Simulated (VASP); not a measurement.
ZnS:

```
Zn S
1.0
     1.90307    1.09874    9.35195
    -1.90307    1.09874    9.35195
     0.00000   -2.19748    9.35195
Zn S
3 3
Direct
  0.99997 0.99997 0.99997
  0.22227 0.22227 0.22227
  0.44461 0.44461 0.44461
  0.08327 0.08327 0.08327
  0.52784 0.52784 0.52784
  0.30536 0.30536 0.30536
```

Base run:

```yaml
Program: VASP 6.6.1
Functional: LDA
Potentials_or_basis: VASP PAW LDA potentials, release 64 (Zn, S)
Cutoff: 520 eV
k_mesh: 6 × 6 × 6
Occupations: gaussian, width 0.01 eV
Spin: no spin polarisation
Hubbard_terms: Zn d U = 6.0 eV
```

Its results: band gap on the k mesh 2.34 eV; pressure -6.0 GPa; largest force 0.023 eV/Å.

Task: The run is repeated on the same cell with these changes: hubbard terms from Zn d U = 6.0 eV to Zn d U = 3.0 eV. What comes out?

Result: Band gap on the k mesh 2.16 eV; pressure -4.7 GPa; largest force 0.018 eV/Å.

Caveats: the cell stands under tension.

A k mesh can miss the band edges.
